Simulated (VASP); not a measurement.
Wanted: the native input for a VASP 6.6.1 run.

```
Task                   : single point
Functional             : PBEsol
Potentials or basis    : VASP PAW PBE potentials, release 64 (Pt)
Cutoff                 : 520 eV
k mesh                 : 18 × 18 × 10
Occupations            : gaussian, width 0.15 eV
Spin                   : no spin polarisation
Dipole correction      : no
Further INCAR settings : ALGO = Normal; EDIFF = 1e-06; NBANDS = 17
```

The structure of Pt lies in POSCAR:

```
Pt
1.0
    2.8296822562      0.0000000000      0.0000000000
   -1.4148411281      2.4505767185      0.0000000000
    0.0000000000      0.0000000000      4.6723306500
Pt
2
Direct
    0.6666666667      0.3333333333      0.7500000000
    0.3333333333      0.6666666667      0.2500000000
```

This cell differs from its parent crystal: strain +0.025 along x and y, -0.025 along z.

One way to write it, as run:

INCAR

```
SYSTEM = Pt
ALGO     = Normal         ! electronic algorithm
EDIFF    = 1E-6           ! SCF threshold, eV
ENCUT    = 520            ! plane-wave cutoff, eV
GGA      = PS             ! functional
ISIF     = 2              ! what is computed and relaxed
ISMEAR   = 0              ! smearing method
LASPH    = .TRUE.         ! aspherical terms in the spheres
LCHARG   = .FALSE.        ! write CHGCAR
LREAL    = .FALSE.        ! projectors in reciprocal space
LWAVE    = .FALSE.        ! write WAVECAR
NBANDS   = 17             ! bands
NELM     = 80             ! most SCF steps
PREC     = Accurate       ! precision mode
SIGMA    = 0.15           ! smearing width, eV
```

KPOINTS

```
k-points
0
G
  18 18 10
  0 0 0
```

Potentials or basis: VASP PAW PBE potentials, release 64 (Pt).

Run with:

```bash
$ cat potpaw_PBE.64/Pt/POTCAR > POTCAR
$ mpirun -np 1 vasp_std > vasp.out
```

Results of the run:

| Property | Result |
| --- | --- |
| Pressure | -16.4 GPa |
| Band gap on the k mesh | zero (band 10 reaches 10.08 eV, above the bottom of band 11 at 8.94 eV) |

Caveat: the cell differs from its parent crystal (strain +0.025 along x and y, -0.025 along z); the PAW data sets were made with another functional, which shifts forces and pressure a little; spin-orbit coupling is left out, which moves the levels of the heavy elements.

Run time: 41 s on 1 thread of Intel(R) Xeon(R) Platinum 8488C (Sapphire Rapids), with other jobs on the host, peak memory 0.23 GiB.
